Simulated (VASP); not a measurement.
Here is a VASP 6.6.1 calculation.

The input INCAR:

```
SYSTEM = Si3Sn
  ALGO = Normal
  EDIFF = 1E-7
  ENCUT = 520
  GGA = PE
  ISIF = 2
  ISMEAR = 0
  LASPH = .TRUE.
  LCHARG = .TRUE.
  LELF = .TRUE.
  LREAL = .FALSE.
  LVHAR = .TRUE.
  LWAVE = .FALSE.
  NBANDS = 21
  NELM = 100
  PREC = Accurate
  SIGMA = 0.1
```

File KPOINTS:

```
k-points
0
G
  4 4 4
  0 0 0
```

Contents of POSCAR:

```
Si3Sn
1.0
    3.9802543600      0.0000000000      0.0000000000
    0.0000000000      3.9802543600      0.0000000000
    0.0000000000      0.0000000000      4.4933594900
Si Sn
3 1
Direct
    0.0000000000      0.0000000000      0.6680060200
    0.0000000000      0.0000000000      0.3319939800
    0.0000000000      0.0000000000      0.0000000000
    0.5000000000      0.5000000000      0.5000000000
```

Potentials or basis: VASP PAW PBE potentials, release 64 (Si, Sn_d).

Run with:

```bash
$ cat potpaw_PBE.64/Si/POTCAR potpaw_PBE.64/Sn_d/POTCAR > POTCAR
$ mpirun -np 1 vasp_std > vasp.out
```

Problem. Estimate the largest force.

Solution. 1.498 eV/Å.

Problem. Estimate the band gap on the k mesh.

Solution. Zero (bands 13 and 14 overlap by 2.33 eV).

Problem. Predict the pressure.

Solution. 156.2 GPa.

Forces in eV/Å, atoms in the order of the input:
```
Si   0.000  0.000 -1.498
Si   0.000  0.000  1.498
Si   0.000  0.000  0.000
Sn   0.000  0.000  0.000
```

Caveat: the k points lie up to 0.39 Å⁻¹ apart, too coarse for converged energies and pressures of a metal; atoms lie so close that the PAW spheres overlap strongly, which falsifies energies and pressures; spin-orbit coupling is left out, which moves the levels of the heavy elements; forces of over 1 eV/Å act on the atoms, so gaps and moduli don't describe the material at rest.
